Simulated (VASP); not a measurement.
Runs of VASP 6.6.1 on TiAl. The structure is that of space group Pm-3m (No. 221), or close to it. The cells are those of the table. 

```tsv
task	cell	k mesh	gap on the mesh (eV)	pressure (GPa)	relaxed volume (Å³/atom)
relaxation of cell and atoms	relaxed from a = 3.180 Å, 2 atoms	14 × 14 × 14	none	0.0	(a)
single point	a = 3.180 Å, 2 atoms	6 × 6 × 6	none	0.4	-
relaxation of cell and atoms	relaxed from a = 3.031 Å, 2 atoms	6 × 6 × 6	none	-0.2	16.15
single point	a = 3.186 Å, 2 atoms	14 × 14 × 14	none	-0.1	-
```

Alike in all rows: level PBE; potentials or basis VASP PAW PBE potentials, release 64 (Al, Ti_sv); no spin polarisation; cutoff (eV) 500; smearing gaussian 0.1 eV.

**Question.** Fill in the values left out.

**Answer.** (a) 16.17.

Caveats: the volume moved by over 15 % at a fixed basis, so the end points are rough (at least some runs).

A gap of «none» marks levels without a gap at the run's occupations.
